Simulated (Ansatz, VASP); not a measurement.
# Two plane-wave programs on SnSe

```
CELL_PARAMETERS angstrom
0.00000 3.11676 3.11676
3.02646 0.00000 3.11676
3.02646 3.11676 0.00000
ATOMIC_POSITIONS crystal
Sn 0.00000 0.00000 0.00000
Se 0.50000 0.50000 0.50000
```

Alike in both runs: task single point; functional PBE; k mesh 10 × 10 × 10; occupations gaussian, width 0.05 eV; no spin polarisation.

```csv
,VASP,Ansatz
version,VASP 6.6.1,Ansatz 0.2.0
potentials or method,"VASP PAW PBE potentials, release 64 (Sn_d, Se), cutoff 520 eV","scalar-relativistic, plane waves, PAW"
valence electrons in the cell,20,30
```

Ansatz gave:

| Quantity | Value |
| --- | --- |
| gap on the k mesh at the Fermi level (eV) | 0.30 |
| least direct gap on the mesh (eV) | 0.30 |
| pressure (GPa) | -2.3 |
| traceless stress, the component that is largest in VASP (GPa) | 1.77 |

Q: What did VASP give for the same quantities?

A: gap on the k mesh at the Fermi level (eV): 0.30; least direct gap on the mesh (eV): 0.30; pressure (GPa): -2.3; traceless stress, the component that is largest in VASP (GPa): 1.78.

VASP's potentials hold 20 valence electrons a cell and Ansatz's 30, so a difference there can come from the potentials and not from the codes.
